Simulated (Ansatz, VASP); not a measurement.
## C: VASP beside Ansatz

INCAR

```
ALGO = Normal ; DIPOL = 0.5 0.5 0.623
EDIFF = 1E-6 ; ENCUT = 520
GGA_COMPAT = False ; IDIPOL = 3
ISIF = 2 ; ISMEAR = 0
LASPH = True ; LCHARG = False
LDIPOL = True ; LREAL = False
LWAVE = False ; NBANDS = 11
NELM = 120 ; NELMDL = -8
PREC = Accurate ; SIGMA = 0.04
```

Contents of KPOINTS:

```
k-points
0
Gamma
  15 15 1
```

POSCAR

```
C
1.0
    2.4444568706      0.0000000000      0.0000000000
   -1.2222284353      2.1169617484      0.0000000000
    0.0000000000      0.0000000000     20.6192342933
C
2
Direct
    1.0000000000      0.0000000000      0.6220187992
    0.3333333333      0.6666666667      0.6232934756
```

Input for Ansatz:

```yaml
crystal:
  lattice:
    - [2.4444568706, 0.0, 0.0]
    - [-1.2222284353, 2.1169617484, 0.0]
    - [0.0, 0.0, 20.6192342933]
  atoms:
    - { symbol: C, position: [1.0, 0.0, 0.6220187992] }
    - { symbol: C, position: [0.3333333333, 0.6666666667, 0.6232934756] }
basis:
  ecutwfc: 420
kpoints:
  mp_grid: { grid: [15, 15, 1] }
hamiltonian:
  xc: lda
  pseudopotentials: { kind: paw, azcp: { folder: soft_1 } }
scf:
  occupations: { method: gaussian, width: 0.04 }
  n_extra_bands: 6
  max_iter: 160
output:
  forces: true
  eigenvalues: true
  write_density: true
  write_potential: true
  elf: true
  volumetric_format: npy
efield:
  axis: 3
  dipole_correction: true
```

Alike in both runs: task single point; functional LDA; k mesh 15 × 15 × 1; occupations gaussian, width 0.04 eV; no spin polarisation.

|  | VASP | Ansatz |
| --- | --- | --- |
| version | VASP 6.6.1 | Ansatz 0.2.0 |
| potentials or method | VASP PAW LDA potentials, release 64 (C), cutoff 520 eV | scalar-relativistic, plane waves, PAW |
| valence electrons in the cell | 8 | 8 |

VASP gave:

| Item | Value |
| --- | --- |
| gap on the k mesh at the Fermi level (eV) | none |
| rms of the force components (eV/Å) | 0.268 |

**Question.** Estimate Ansatz's values.

**Answer.** gap on the k mesh at the Fermi level (eV): none; rms of the force components (eV/Å): 0.271.

Ansatz warns that its potentials were made for another functional, while VASP's fit it. LDA's correlation is that of Perdew and Zunger in VASP and of Perdew and Wang (1992) in Ansatz. Atom by atom the forces differ by 0.002 eV/Å (rms over components). A gap of «none» marks a metal or a gap that the smearing closes. Ansatz's warnings: xc potential rough in thin density.
